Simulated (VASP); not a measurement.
A run of VASP 6.6.1:

Contents of INCAR:

```
SYSTEM = Te2Pb
PREC = Accurate ; ENCUT = 520
EDIFF = 1E-6 ; ISMEAR = -1
SIGMA = 0.02 ; LREAL = .False.
LASPH = .True. ; NELM = 100
ALGO = Normal ; ISIF = 2
LWAVE = .False. ; LCHARG = .False.
GGA = PE ; NBANDS = 20
ISYM = 0
```

The input KPOINTS:

```
regular mesh
0
Gamma
  4 4 4
  0 0 0
```

File POSCAR:

```
Te2Pb
1.0
    0.0000000000      3.7966139269      3.7966139269
    3.7966139269      0.0000000000      3.7966139269
    3.7966139269      3.7966139269      0.0000000000
Pb Te
1 2
Direct
    0.0000000000      0.0000000000      0.0000000000
    0.2500000000      0.2500000000      0.2500000000
    0.7500000000      0.7500000000      0.7500000000
```

Potentials or basis: VASP PAW PBE potentials, release 64 (Pb_d, Te).

Launch:

```bash
$ cat potpaw_PBE.64/Pb_d/POTCAR potpaw_PBE.64/Te/POTCAR > POTCAR
$ mpirun -np 1 vasp_std > vasp.out
```

Hardware: 1 thread of AMD EPYC 7R13, with other jobs on the host.

Problem. How long does it take, and how much memory?

Solution. Wall time 2.9 min on 1 thread of AMD EPYC 7R13, on a shared host, peak memory 0.24 GiB. Counts: scf iterations 12, k points 36.
